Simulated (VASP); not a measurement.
Crystal: Co.

```xyz
2
Lattice="2.5054 0.0000 0.0000 -1.2527 2.1697 0.0000 0.0000 0.0000 4.0893" Properties=species:S:1:pos:R:3 pbc="T T T"
Co    0.0000    1.4465    1.0223
Co    1.2527    0.7232    3.0670
```

Base run:

| Property | Result |
| --- | --- |
| Program | VASP 6.6.1 |
| Functional | PBE |
| Potentials or basis | VASP PAW PBE potentials, release 64 (Co) |
| Cutoff | 520 eV |
| k mesh | 11 × 11 × 6 |
| Occupations | fermi-dirac, width 0.05 eV |
| Spin | collinear spin, ferromagnetic start |
| Starting moments | [0.34, 0.34] μB |
| Fixed moment | 0.68 μB |

Its results: pressure -15.5 GPa; site moments Co +0.35 μB.

Problem. The run is repeated on the same cell with these changes: fixed moment from 0.68 μB to 4.79 μB; moments at the start from [0.34, 0.34] to [2.4, 2.4]. What comes out?

Solution. Pressure 12.5 GPa; site moments Co +2.34 μB.

Caveats: the total moment is fixed, so each spin has its own Fermi level; the cell stands under tension (at least some runs); the cell stands under pressure (at least some runs).
